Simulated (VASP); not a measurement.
Write the native input for VASP 6.6.1 that does the following.

| Quantity | Value |
| --- | --- |
| Task | single point |
| Functional | PBE |
| Potentials or basis | VASP PAW PBE potentials, release 64 (La, O) |
| Cutoff | 520 eV |
| k mesh | 8 × 8 × 5 |
| Occupations | fermi-dirac, width 0.05 eV |
| Spin | no spin polarisation |
| Dipole correction | no |
| Further INCAR settings | ALGO = Normal; EDIFF = 1e-06; NBANDS = 28 |

The structure of La2O3 lies in POSCAR:

```
La2O3
1.0
    4.0078715265      0.0000000000      0.0000000000
   -2.0039357633      3.4709185571      0.0000000000
    0.0000000000      0.0000000000      6.2318261790
La O
2 3
Direct
    0.3333333333      0.6666666667      0.2462356800
    0.6666666667      0.3333333333      0.7537643200
    0.0000000000      0.0000000000      0.0000000000
    0.3333333333      0.6666666667      0.6458906500
    0.6666666667      0.3333333333      0.3541093500
```

The input as run:

INCAR

```
  PREC = Accurate
  ENCUT = 520
  EDIFF = 1E-6
  ISMEAR = -1
  SIGMA = 0.05
  LREAL = False
  LASPH = True
  NELM = 100
  ALGO = Normal
  ISIF = 2
  LWAVE = False
  LCHARG = False
  GGA = PE
  NBANDS = 28
```

KPOINTS

```
regular mesh
0
Gamma
  8 8 5
```

Potentials or basis: VASP PAW PBE potentials, release 64 (La, O).

Run with:

```sh
$ cat potpaw_PBE.64/La/POTCAR potpaw_PBE.64/O/POTCAR > POTCAR
$ mpirun -np 1 vasp_std > vasp.out
```

It gave:

```yaml
Pressure: -5.4 GPa
Largest_force: 0.400 eV/Å
Band_gap_on_the_k_mesh: 3.80 eV (least direct gap 4.01 eV)
```

Caveat: the cell stands under tension; spin-orbit coupling is left out, which moves the levels of the heavy elements.

Wall time 2 min on 1 thread of Intel(R) Xeon(R) Platinum 8259CL CPU @ 2.50GHz (Skylake/Cascade Lake) (shared host), peak memory 0.26 GiB.
